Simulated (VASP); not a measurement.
# MnF2 (P-3m1) in VASP: notebook

MnF2 is run at these levels: PBE+U; tasks: single point.

Everything below comes from runs of VASP 6.6.1. Logs are shortened: lines on timing, memory, paths and dates and some standing lists are left out, and cuts for length are marked.

### 1 The cell of the first run

The structure is trigonal, space group P-3m1 (No. 164). The conventional cell has a = 3.369 Å, b = 3.369 Å, c = 4.917 Å, α = 90.00°, β = 90.00°, γ = 120.00°. Within 2.9 Å of Mn (site symmetry -3m) lie 6 F at 2.17 Å. F (site symmetry 3m) has 3 Mn at 2.17 Å and 3 F at 2.74 Å within 2.9 Å.

### 2 Single point, PBE+U, collinear spin, ferromagnetic start (16.11 Å³/atom)

INCAR reads:

```
SYSTEM = MnF2
PREC = Accurate
ENCUT = 520
EDIFF = 1E-7
ISMEAR = 0
SIGMA = 0.05
LREAL = .FALSE.
LASPH = .TRUE.
NELM = 150
ALGO = Normal
ISIF = 2
LWAVE = .FALSE.
LCHARG = .FALSE.
ISPIN = 2
MAGMOM = 4.73 0.07 0.07
LORBIT = 11
LMAXMIX = 4
LDAU = .TRUE.
LDAUTYPE = 2
LDAUL = 2 -1
LDAUU = 3.9 0
LDAUJ = 0 0
LDAUPRINT = 1
GGA = PE
NBANDS = 24
```

KPOINTS reads:

```
regular mesh
0
G
  8 8 6
  0 0 0
```

POSCAR reads:

```
MnF2
1.0
    3.3686622054      0.0000000000      0.0000000000
   -1.6843311027      2.9173470466      0.0000000000
    0.0000000000      0.0000000000      4.9173073975
Mn F
1 2
Direct
    0.0000000000      0.0000000000      0.0000000000
    0.3333333333      0.6666666667      0.1962819769
    0.6666666667      0.3333333333      0.8037180231
```

Potentials or basis: VASP PAW PBE potentials, release 64 (Mn_pv, F).

The run is started by

```
cat potpaw_PBE.64/Mn_pv/POTCAR potpaw_PBE.64/F/POTCAR > POTCAR
mpirun -np 1 vasp_std > vasp.out
```

OUTCAR:

```text
SYSTEM = MnF2
   PREC = Accurate
   ENCUT = 520
   EDIFF = 1E-7
   ISMEAR = 0
   LREAL = .FALSE.
   LASPH = .TRUE.
   NELM = 150
   ISIF = 2
   ISPIN = 2
   LORBIT = 11
   GGA = PE

 ion  position               nearest neighbor table
   1  0.000  0.000  0.000-   2 2.17   3 2.17   2 2.17   3 2.17   3 2.17   2 2.17
   2  0.333  0.667  0.196-   1 2.17   1 2.17   1 2.17
   3  0.667  0.333  0.804-   1 2.17   1 2.17   1 2.17

  LATTYP: Found a hexagonal cell.
 ALAT       =     3.3686622054
 C/A-ratio  =     1.4597211289

  Lattice vectors:

 A1 = (   3.3686622054,   0.0000000000,   0.0000000000)
 A2 = (  -1.6843311027,   2.9173470466,   0.0000000000)
 A3 = (   0.0000000000,   0.0000000000,   4.9173073975)

Analysis of symmetry for initial positions (statically):
=====================================================================
 Subroutine PRICEL returns:
 Original cell was already a primitive cell.

 Routine SETGRP: Setting up the symmetry group for a
 hexagonal supercell.

 Subroutine GETGRP returns: Found 12 space group operations
 (whereof 12 operations were pure point group operations)
 out of a pool of 24 trial point group operations.

The static configuration has the point symmetry D_3d.

Analysis of symmetry for dynamics (positions and initial velocities):
=====================================================================
 Subroutine PRICEL returns:
 Original cell was already a primitive cell.

 Routine SETGRP: Setting up the symmetry group for a
 hexagonal supercell.

 Subroutine GETGRP returns: Found 12 space group operations
 (whereof 12 operations were pure point group operations)
 out of a pool of 24 trial point group operations.

The dynamic configuration has the point symmetry D_3d.

Analysis of structural, dynamic, and magnetic symmetry:
=====================================================================
 Subroutine PRICEL returns:
 Original cell was already a primitive cell.

 Routine SETGRP: Setting up the symmetry group for a
 hexagonal supercell.

 Subroutine GETGRP returns: Found 12 space group operations
 (whereof 12 operations were pure point group operations)
 out of a pool of 24 trial point group operations.

The overall configuration has the point symmetry D_3d.

 Subroutine INISYM returns: Found 12 space group operations
 (whereof 12 operations are pure point group operations),
 and found     1 'primitive' translations

----------------------------------------------------------------------------------------

                                     Primitive cell

  volume of cell :      48.3251

  direct lattice vectors                    reciprocal lattice vectors
     3.368662205  0.000000000  0.000000000     0.296853748  0.171388591  0.000000000
    -1.684331103  2.917347047  0.000000000     0.000000000  0.342777182  0.000000000
     0.000000000  0.000000000  4.917307398     0.000000000  0.000000000  0.203363329

  length of vectors
     3.368662205  3.368662205  4.917307398     0.342777182  0.342777182  0.203363329

  position of ions in fractional coordinates (direct lattice)
     0.000000000  0.000000000  0.000000000
     0.333333333  0.666666667  0.196281977
     0.666666667  0.333333333  0.803718023

  ion indices of the primitive-cell ions
   primitive index   ion index
                 1           1
                 2           2
                 3           3

[... 74 lines left out ...]
   NSW    =      0    number of steps for IOM
   IBRION =     -1    ionic relax: 0-MD 1-quasi-New 2-CG
   NFREE  =      0    steps in history (QN), initial steepest desc. (CG)
   ISIF   =      2    stress and relaxation
   ISYM   =      2    0-nonsym 1-usesym 2-fastsym
   POTIM  = 0.5000    time-step for ionic-motion
   TEBEG  =    0.0;   TEEND  =   0.0 temperature during run
   PSTRESS=    0.0 pullay stress
   NELECT =      27.0000    total number of electrons
   NUPDOWN=      -1.0000    fix difference up-down
   EMIN   =  10.00;   EMAX   =-10.00  energy-range for DOS
   EFERMI =   0.00;   METHOD = LEGACY
   ISMEAR =     0;   SIGMA  =   0.05  broadening in eV -4-tet -1-fermi 0-gaus
   EFERMI_NEDOS =   21; number of points for ismear=-14 and -15
   IALGO  =     38    algorithm
   IMIX   =      4    mixing-type and parameters
     AMIX     =   0.40;   BMIX     =  1.00
     AMIX_MAG =   1.60;   BMIX_MAG =  1.00
  volume/ion in A,a.u.               =      16.11       108.70
  Fermi-wavevector in a.u.,A,eV,Ry     =   1.348358  2.548027 24.736323  1.818068
  Thomas-Fermi vector in A             =   2.476033
   LORBIT       =     11    0 simple, 1 ext, 2 COOP (PROOUT), +10 PAW based schemes
 LDA+U is selected, type is set to LDAUTYPE =  2
   angular momentum for each species LDAUL =     2   -1
   U (eV)           for each species LDAUU =   3.9  0.0
   J (eV)           for each species LDAUJ =   0.0  0.0
   GGA     = PE    functional components
   LHFCALC =     F    Hartree Fock is set to
   AEXX    =    0.0000 exact exchange contribution
   IVDW    =     0    specifies the selected vdW correction
   LEPSILON=     F    determine dielectric tensor
   LRPA    =     F    only Hartree local field effects (RPA)
 spin polarized calculation
 Gauss-broadening in eV      SIGMA  =   0.05
  energy-cutoff  :      520.00
  volume of cell :       48.33
 maximum number of plane-waves:      1320
 NGX is ok and might be reduce to    28
   NGX = 13   NGY = 13   NGZ = 19

atom =   1  type =  1  l = 2

 onsite density matrix

spin component  1

  0.9638  0.0000 -0.0000 -0.0160 -0.0000
  0.0000  0.9626  0.0000  0.0000 -0.0160
 -0.0000  0.0000  0.9448  0.0000 -0.0000
 -0.0160  0.0000  0.0000  0.9626  0.0000
 -0.0000 -0.0160 -0.0000  0.0000  0.9638

spin component  2

  0.0355 -0.0000 -0.0000 -0.0218 -0.0000
 -0.0000  0.0320  0.0000  0.0000 -0.0218
 -0.0000  0.0000  0.0123  0.0000 -0.0000
 -0.0218  0.0000  0.0000  0.0320 -0.0000
 -0.0000 -0.0218 -0.0000 -0.0000  0.0355

 occupancies and eigenvectors

  o =  0.0119  v =  0.0000  0.0000  0.0000  0.0000  0.0000  0.0000  0.7353  0.0000  0.0000  0.6778      0.0000  0.0000  0.0000  0.0000  0.0000  0.0000  0.0000  0.0000  0.0000  0.0000
  o =  0.0119  v =  0.0000  0.0000  0.0000  0.0000  0.0000  0.6778 -0.0000 -0.0000  0.7353 -0.0000      0.0000  0.0000  0.0000  0.0000  0.0000  0.0000  0.0000  0.0000  0.0000  0.0000
  o =  0.0123  v =  0.0000  0.0000  0.0000  0.0000  0.0000  0.0000 -0.0000  1.0000  0.0000 -0.0000      0.0000  0.0000  0.0000  0.0000  0.0000  0.0000  0.0000  0.0000  0.0000  0.0000
  o =  0.0556  v =  0.0000  0.0000  0.0000  0.0000  0.0000  0.0000  0.6778  0.0000 -0.0000 -0.7353      0.0000  0.0000  0.0000  0.0000  0.0000  0.0000  0.0000  0.0000  0.0000  0.0000
  o =  0.0556  v =  0.0000  0.0000  0.0000  0.0000  0.0000 -0.7353  0.0000  0.0000  0.6778 -0.0000      0.0000  0.0000  0.0000  0.0000  0.0000  0.0000  0.0000  0.0000  0.0000  0.0000
  o =  0.9448  v =  0.0000  0.0000  1.0000 -0.0000  0.0000  0.0000  0.0000  0.0000  0.0000  0.0000      0.0000  0.0000  0.0000  0.0000  0.0000  0.0000  0.0000  0.0000  0.0000  0.0000
  o =  0.9472  v =  0.0000  0.7207 -0.0000 -0.0000  0.6932  0.0000  0.0000  0.0000  0.0000  0.0000      0.0000  0.0000  0.0000  0.0000  0.0000  0.0000  0.0000  0.0000  0.0000  0.0000
  o =  0.9472  v = -0.6932  0.0000 -0.0000 -0.7207 -0.0000  0.0000  0.0000  0.0000  0.0000  0.0000      0.0000  0.0000  0.0000  0.0000  0.0000  0.0000  0.0000  0.0000  0.0000  0.0000
  o =  0.9792  v =  0.0000 -0.6932 -0.0000 -0.0000  0.7207  0.0000  0.0000  0.0000  0.0000  0.0000      0.0000  0.0000  0.0000  0.0000  0.0000  0.0000  0.0000  0.0000  0.0000  0.0000
  o =  0.9792  v = -0.7207 -0.0000  0.0000  0.6932  0.0000  0.0000  0.0000  0.0000  0.0000  0.0000      0.0000  0.0000  0.0000  0.0000  0.0000  0.0000  0.0000  0.0000  0.0000  0.0000

 number of electron      27.0000014 magnetization       5.0000002

 Free energy of the ion-electron system (eV)
  ---------------------------------------------------
  ext. energy  EPLUGINS =         0.00000000
  ---------------------------------------------------
  free energy    TOTEN  =       -18.69731765 eV

  energy without entropy =      -18.69731765  energy(sigma->0) =      -18.69731765

 E-fermi :   0.1085     XC(G=0):  -8.5287

 val. band max:       -0.2179185248   @ k =   0.0000   0.0000   0.5000
 cond. band min:       2.8776533329   @ k =   0.0000   0.0000   0.0000
 fundamental gap:      3.0955718577
 Fermi energy:         0.1085063410

 spin component 1

 k-point     1 :       0.0000    0.0000    0.0000
  band No.  band energies     occupation
      1     -48.6931      1.00000
      2     -48.5816      1.00000
      3     -48.5816      1.00000
      4     -22.4516      1.00000
      5     -21.8285      1.00000
      6      -5.4110      1.00000
[... 1289 lines left out ...]
     23      15.9453      0.00000
     24      18.5581      0.00000

 [... further k-points ...]

------------------------ aborting loop because EDIFF is reached ----------------------------------------

  FORCE on cell =-STRESS in cart. coord.  units (eV):
  Direction    XX          YY          ZZ          XY          YZ          ZX
  --------------------------------------------------------------------------------------
  -------------------------------------------------------------------------------------
  Total       -0.1630206     -0.1630206     -0.1111903      0.0000000     -0.0000000      0.0000000
  in kB       -5.4048074     -5.4048074     -3.6864176      0.0000000     -0.0000000      0.0000000
  external PRESSURE =      -4.8320108 kB  Pullay stress =       0.0000000 kB

 VOLUME and BASIS-vectors are now :
 -----------------------------------------------------------------------------
  energy-cutoff  :      520.00
  volume of cell :       48.33
      direct lattice vectors                 reciprocal lattice vectors
     3.368662205  0.000000000  0.000000000     0.296853748  0.171388591  0.000000000
    -1.684331103  2.917347047  0.000000000     0.000000000  0.342777182  0.000000000
     0.000000000  0.000000000  4.917307398     0.000000000  0.000000000  0.203363329

 POSITION                                       TOTAL-FORCE (eV/Angst)
 -----------------------------------------------------------------------------------
      0.00000      0.00000      0.00000         0.000000      0.000000      0.000000
     -0.00000      1.94490      0.96518         0.000000     -0.000000     -0.035216
      1.68433      0.97245      3.95213        -0.000000      0.000000      0.035216
 -----------------------------------------------------------------------------------
    total drift:                               -0.000000      0.000000      0.000000

  FREE ENERGIE OF THE ION-ELECTRON SYSTEM (eV)
  ---------------------------------------------------
  free  energy   TOTEN  =       -18.6973176507 eV

  energy  without entropy=      -18.6973176507  energy(sigma->0) =      -18.69731765

 total charge

# of ion       s       p       d       tot
------------------------------------------
    1        0.159   6.132   4.928  11.218
    2        1.735   4.355   0.000   6.090
    3        1.735   4.355   0.000   6.090
--------------------------------------------------
tot          3.629  14.842   4.928  23.399

 magnetization (x)

# of ion       s       p       d       tot
------------------------------------------
    1        0.024   0.019   4.641   4.685
    2        0.005   0.049   0.000   0.055
    3        0.005   0.049   0.000   0.055
--------------------------------------------------
tot          0.035   0.118   4.641   4.794
```

Run time: 73 s. Hardware: 1 thread of Intel Xeon Platinum 8559C (Emerald Rapids), shared host; peak memory 0.24 GiB.

What came out:

```
Free energy                                           : -18.6973 eV
Pressure                                              : -0.5 GPa
Largest force                                         : 0.035 eV/Å
Band gap on the k mesh                                : 3.10 eV (least direct gap 3.11 eV)
Net moment                                            : 5.00 μB per cell
Site moments                                          : Mn +4.68; F +0.06 μB
Valence electrons inside the program's atomic spheres : Mn 11.22; F 6.09
```

Forces on the atoms (eV/Å):
```
Mn   0.000  0.000  0.000
F    0.000  0.000 -0.035
F    0.000  0.000  0.035
```

Levels at points of the mesh, in eV from the valence-band top:
Spin up:
```
           k point  band 14  band 15  band 16  band 17  band 18  band 19
(0.00, 0.00, 0.00)    -1.43    -0.02    -0.02     3.10     7.92    10.98
(0.50, 0.00, 0.00)    -1.88    -0.77    -0.17     7.86     8.41    11.59
(0.00, 0.00, 0.50)    -1.41     0.00     0.00     4.44     5.82    13.21
(0.50, 0.00, 0.50)    -1.87    -0.81    -0.20     8.37     8.50     9.75
```
Spin down:
```tsv
k point	band 8	band 9	band 10	band 11	band 12	band 13	band 14	band 15
(0.00, 0.00, 0.00)	-3.71	-2.78	-2.78	-2.32	3.80	5.59	5.59	6.03
(0.50, 0.00, 0.00)	-3.58	-3.16	-2.84	-2.72	5.19	5.59	6.11	6.23
(0.00, 0.00, 0.50)	-3.69	-2.81	-2.80	-2.80	5.30	5.58	5.58	6.18
(0.50, 0.00, 0.50)	-3.53	-3.22	-2.68	-2.62	5.29	5.75	6.10	6.19
```

Eigenvalues of the final occupation matrices:
```
    site  spin  trace               eigenvalues
site 1 d     1   4.80  0.94 0.95 0.95 0.98 0.98
site 1 d     2   0.15  0.01 0.01 0.01 0.06 0.06
```

Caveat: a cell with one magnetic atom can't hold antiferromagnetic order, which such compounds often take. The state reached can hang on the start; a lower one may exist.

### 3 Single point, PBE+U, collinear spin, ferromagnetic start (16.26 Å³/atom)

This run uses another cell than the first one, of 16.26 Å³/atom.

INCAR reads:

```
SYSTEM = MnF2
ALGO = Normal
EDIFF = 1E-7
ENCUT = 520
GGA = PE
ISIF = 2
ISMEAR = 0
ISPIN = 2
LASPH = .True.
LCHARG = .False.
LDAU = .True.
LDAUJ = 0 0
LDAUL = 2 -1
LDAUPRINT = 1
LDAUTYPE = 2
LDAUU = 3.9 0
LMAXMIX = 4
LORBIT = 11
LREAL = .False.
LWAVE = .False.
MAGMOM = 4.73 0.07 0.07
NBANDS = 24
NELM = 150
PREC = Accurate
SIGMA = 0.05
```

KPOINTS reads:

```
k-points
0
Gamma
  8 8 6
  0 0 0
```

POSCAR reads:

```
MnF2
1.0
    3.3740219047      0.0000000000      0.0000000000
   -1.6870109523      2.9219886824      0.0000000000
    0.0000000000      0.0000000000      4.9489811319
Mn F
1 2
Direct
    0.0000000000      0.0000000000      0.0000000000
    0.3333333333      0.6666666667      0.1944461858
    0.6666666667      0.3333333333      0.8055538142
```

Potentials or basis: VASP PAW PBE potentials, release 64 (Mn_pv, F).

The run is started by

```
cat potpaw_PBE.64/Mn_pv/POTCAR potpaw_PBE.64/F/POTCAR > POTCAR
mpirun -np 1 vasp_std > vasp.out
```

Run time: 74 s. Hardware: 1 thread of Intel Xeon Platinum 8559C (Emerald Rapids), shared host; peak memory 0.24 GiB.

Results (log left out):

| Item | Value |
| --- | --- |
| Free energy | -18.6974 eV |
| Pressure | -0.6 GPa |
| Largest force | 0.033 eV/Å |
| Band gap on the k mesh | 3.10 eV (least direct gap 3.12 eV) |
| Net moment | 5.00 μB per cell |
| Site moments | Mn +4.68; F +0.05 μB |
| Valence electrons inside the program's atomic spheres | Mn 11.22; F 6.09 |

Forces in eV/Å, atoms in the order of the input:
```
Mn   0.000  0.000  0.000
F    0.000  0.000 -0.033
F    0.000  0.000  0.033
```

Stress tensor (GPa, compression positive):
```
-0.76  0.00  0.00
 0.00 -0.76  0.00
 0.00  0.00 -0.39
```

Levels at points of the mesh, in eV from the valence-band top:
Spin up:
```tsv
k point	band 12	band 13	band 14	band 15	band 16	band 17	band 18	band 19	band 20	band 21
(0.00, 0.00, 0.00)	-2.29	-2.29	-1.42	-0.02	-0.02	3.10	7.89	10.88	15.11	15.11
(0.50, 0.00, 0.00)	-2.20	-2.03	-1.88	-0.78	-0.18	7.84	8.41	11.52	11.98	13.30
(0.00, 0.00, 0.50)	-2.29	-2.29	-1.41	0.00	0.00	4.42	5.80	13.09	15.23	15.23
(0.50, 0.00, 0.50)	-2.18	-2.03	-1.87	-0.81	-0.20	8.34	8.49	9.73	11.06	15.54
```
Spin down:
| k point | band 8 | band 9 | band 10 | band 11 | band 12 | band 13 | band 14 | band 15 |
| --- | --- | --- | --- | --- | --- | --- | --- | --- |
| (0.00, 0.00, 0.00) | -3.70 | -2.77 | -2.77 | -2.32 | 3.80 | 5.59 | 5.59 | 6.03 |
| (0.50, 0.00, 0.00) | -3.58 | -3.15 | -2.82 | -2.70 | 5.20 | 5.58 | 6.10 | 6.22 |
| (0.00, 0.00, 0.50) | -3.69 | -2.79 | -2.79 | -2.78 | 5.28 | 5.58 | 5.58 | 6.18 |
| (0.50, 0.00, 0.50) | -3.53 | -3.20 | -2.66 | -2.61 | 5.30 | 5.74 | 6.10 | 6.19 |

Eigenvalues of the final occupation matrices:
```
    site  spin  trace               eigenvalues
site 1 d     1   4.80  0.94 0.95 0.95 0.98 0.98
site 1 d     2   0.15  0.01 0.01 0.01 0.06 0.06
```

Caveat: a cell with one magnetic atom can't hold antiferromagnetic order, which such compounds often take.
